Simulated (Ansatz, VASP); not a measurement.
## Two plane-wave programs on BiMo

INCAR

```
SYSTEM = BiMo
  PREC = Accurate
  ENCUT = 520
  EDIFF = 1E-7
  ISMEAR = 0
  SIGMA = 0.05
  LREAL = .False.
  LASPH = .True.
  NELM = 100
  ALGO = Fast
  ISIF = 2
  LWAVE = .False.
  LCHARG = .False.
  GGA = PS
  NBANDS = 22
```

Contents of KPOINTS:

```
Automatic mesh
0
Gamma
  10 10 10
  0 0 0
```

File POSCAR:

```
BiMo
1.0
    0.0000000000      3.1100089294      3.1100089294
    3.1100089294      0.0000000000      3.1100089294
    3.1100089294      3.1100089294      0.0000000000
Mo Bi
1 1
Direct
    0.0000000000      0.0000000000      0.0000000000
    0.2419614379      0.2580385621      0.2580385621
```

Input for Ansatz:

```yaml
crystal:
  lattice:
    - [0.0, 3.1100089294, 3.1100089294]
    - [3.1100089294, 0.0, 3.1100089294]
    - [3.1100089294, 3.1100089294, 0.0]
  atoms:
    - { symbol: Mo, position: [0.0, 0.0, 0.0] }
    - { symbol: Bi, position: [0.2419614379, 0.2580385621, 0.2580385621] }
basis:
  ecutwfc: 420
  ecutrho_ratio: 4
kpoints:
  mp_grid: { grid: [10, 10, 10] }
hamiltonian:
  xc: pbesol
scf:
  occupations: { method: gaussian, width: 0.05 }
output:
  forces: true
  stress: true
  eigenvalues: true
```

Alike in both runs: task single point; functional PBEsol; k mesh 10 × 10 × 10; occupations gaussian, width 0.05 eV; no spin polarisation.

```csv
,VASP,Ansatz
version,VASP 6.6.1,Ansatz 0.2.0
potentials or method,"VASP PAW PBE potentials, release 64 (Mo_sv, Bi_d), cutoff 520 eV","scalar-relativistic, plane waves, PAW"
valence electrons in the cell,29,29
```

|  | VASP | Ansatz | Ansatz less VASP |
| --- | --- | --- | --- |
| gap on the k mesh at the Fermi level (eV) | none | none | - |
| pressure (GPa) | 0.1 | 0.1 | -0.03 |
| traceless stress, the component that is largest in VASP (GPa) | -2.26 | -2.26 | +0.004 |
| rms of the force components (eV/Å) | 0.205 | 0.205 | -0.0006 |

VASP's potentials were made for PBE, not for PBEsol. Atom by atom the forces differ by 0.001 eV/Å (rms over components). A gap of «none» marks a metal or a gap that the smearing closes.

Spin-orbit coupling is off throughout.
